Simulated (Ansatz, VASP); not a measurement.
**Ti2Tl in VASP and in Ansatz**

INCAR

```
PREC = Accurate
ENCUT = 520
EDIFF = 1E-6
ISMEAR = 0
SIGMA = 0.1
LREAL = False
LASPH = True
NELM = 100
ALGO = Normal
ISIF = 2
LWAVE = False
LCHARG = False
GGA = PE
NBANDS = 26
```

Contents of KPOINTS:

```
Automatic mesh
0
Gamma
  6 6 4
```

File POSCAR:

```
Ti2Tl
1.0
    3.8777582045      0.0000000000      0.0000000000
   -1.9388791023      3.3582371149      0.0000000000
    0.0000000000      0.0000000000      4.1869482275
Ti Tl
2 1
Direct
    0.3333333333      0.6666666667      0.5000000000
    0.6666666667      0.3333333333      0.5000000000
    0.0000000000      0.0000000000      0.0000000000
```

Input for Ansatz:

```yaml
crystal:
  lattice:
    - [3.8777582045, 0.0, 0.0]
    - [-1.9388791023, 3.3582371149, 0.0]
    - [0.0, 0.0, 4.1869482275]
  atoms:
    - { symbol: Ti, position: [0.3333333333, 0.6666666667, 0.5] }
    - { symbol: Ti, position: [0.6666666667, 0.3333333333, 0.5] }
    - { symbol: Tl, position: [0.0, 0.0, 0.0] }
basis:
  ecutwfc: 420
kpoints:
  mp_grid: { grid: [6, 6, 4] }
hamiltonian:
  xc: pbe
scf:
  occupations: { method: gaussian, width: 0.1 }
  lower_state_search: "off"
output:
  forces: true
  stress: true
  eigenvalues: true
```

Alike in both runs: task single point; functional PBE; k mesh 6 × 6 × 4; occupations gaussian, width 0.1 eV; no spin polarisation.

```csv
,VASP,Ansatz
version,VASP 6.6.1,Ansatz 0.2.0
potentials or method,"VASP PAW PBE potentials, release 64 (Ti_sv, Tl_d), cutoff 520 eV","scalar-relativistic, plane waves, PAW"
valence electrons in the cell,37,37
```

```tsv
	VASP	Ansatz	Ansatz less VASP
gap on the k mesh at the Fermi level (eV)	none	none	-
pressure (GPa)	11.9	11.5	-0.33
traceless stress, the component that is largest in VASP (GPa)	-19.46	-19.06	+0.396
```

A gap of «none» marks a metal or a gap that the smearing closes. With one functional, cell and mesh, what is left measures potentials, basis and numerics.

The k mesh is coarse, so the values compare programs but aren't converged. Neither program's run includes spin-orbit coupling.
